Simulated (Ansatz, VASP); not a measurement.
**BeS5 in VASP and in Ansatz**

```
Be S
1.0
     6.47005    0.00000    0.00000
     0.00000    6.47005    0.00000
     0.00000    0.00000    3.22629
Be S
1 5
Cartesian
  0.0000 0.0000 1.6131
  5.4915 3.2350 0.0000
  0.9786 3.2350 0.0000
  3.2350 0.9786 0.0000
  3.2350 5.4915 0.0000
  3.2350 3.2350 1.6131
```

Alike in both runs: functional PBE; k mesh 4 × 4 × 6; occupations gaussian, width 0.1 eV; no spin polarisation.

Ansatz relaxed the structure, and its values are those at the end. VASP's run is a single point on that final structure, the one shown.

|  | VASP | Ansatz |
| --- | --- | --- |
| version | VASP 6.6.1 | Ansatz 0.2.0 |
| potentials or method | VASP PAW PBE potentials, release 64 (Be, S), cutoff 520 eV | scalar-relativistic, plane waves, PAW |
| valence electrons in the cell | 32 | 32 |

```tsv
	VASP	Ansatz	Ansatz less VASP
gap on the k mesh at the Fermi level (eV)	none	none	-
pressure (GPa)	-0.3	0.0	+0.28
rms of the force components (eV/Å)	0.086	0.000	-0.0856
```

A gap of «none» marks a metal or a gap that the smearing closes. The functional is the same, so the differences come from potentials, cutoffs and numerics.
